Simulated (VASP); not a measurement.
Input of a VASP 6.6.1 run:

INCAR

```
  PREC = Accurate
  ENCUT = 750
  EDIFF = 1E-6
  ISMEAR = -1
  SIGMA = 0.1
  LREAL = False
  LASPH = True
  NELM = 120
  ALGO = Normal
  ISIF = 2
  LWAVE = False
  LCHARG = False
  GGA = PE
  NBANDS = 12
  GGA_COMPAT = False
```

File KPOINTS:

```
regular mesh
0
Gamma
  6 6 6
```

Contents of POSCAR:

```
LiBr
1.0
    0.0000000000      2.7748860506      2.7748860506
    2.7748860506      0.0000000000      2.7748860506
    2.7748860506      2.7748860506      0.0000000000
Li Br
1 1
Direct
    0.0000000000      0.0000000000      0.0000000000
    0.5000000000      0.5000000000      0.5000000000
```

Potentials or basis: VASP PAW PBE potentials, release 64 (Li_sv, Br).

The run is started by

```sh
$ cat potpaw_PBE.64/Li_sv/POTCAR potpaw_PBE.64/Br/POTCAR > POTCAR
$ mpirun -np 1 vasp_std > vasp.out
```

Estimate the pressure.

-0.6 GPa.

What does it give for the band gap on the k mesh?

4.83 eV, direct.

PBE gaps usually lie below the measured ones, often by a third to a half.
